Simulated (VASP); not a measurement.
Here is a VASP 6.6.1 calculation.

Contents of INCAR:

```
SYSTEM = LaZr4O3
  ALGO = Normal
  EDIFF = 1E-6
  ENCUT = 520
  GGA = PE
  ISIF = 2
  ISMEAR = 0
  LASPH = .True.
  LCHARG = .False.
  LREAL = .False.
  LWAVE = .False.
  NBANDS = 48
  NELM = 60
  PREC = Accurate
  SIGMA = 0.2
```

KPOINTS

```
k-points
0
Gamma
  6 6 2
  0 0 0
```

File POSCAR:

```
LaZr4O3
1.0
    3.3282397686      0.0000000000      0.0000000000
   -1.6641198843      2.8823401895      0.0000000000
    0.0000000000      0.0000000000     13.6195943416
La Zr O
1 4 3
Direct
    0.0000000000      0.0000000000      0.0000000000
    0.3333333333      0.6666666667      0.5954337185
    0.6666666667      0.3333333333      0.4045662815
    0.3333333333      0.6666666667      0.2152069649
    0.6666666667      0.3333333333      0.7847930351
    0.0000000000      0.0000000000      0.5000000000
    0.3333333333      0.6666666667      0.8783364334
    0.6666666667      0.3333333333      0.1216635666
```

Potentials or basis: VASP PAW PBE potentials, release 64 (La, Zr_sv, O).

Run with:

```console
$ cat potpaw_PBE.64/La/POTCAR potpaw_PBE.64/Zr_sv/POTCAR potpaw_PBE.64/O/POTCAR > POTCAR
$ mpirun -np 1 vasp_std > vasp.out
```

(1) Estimate the largest force.

(2) Predict the band gap on the k mesh.

(3) What does it give for the pressure?

Answers

(1) 0.034 eV/Å.

(2) zero (an odd number of electrons rules out a gap without spin polarisation).

(3) 0.1 GPa.

Caveat: the k points lie up to 0.36 Å⁻¹ apart, too coarse for converged energies and pressures of a metal; spin-orbit coupling is left out, which moves the levels of the heavy elements; an odd number of electrons without spin polarisation forces a metal; a magnetic or distorted state may lie lower.
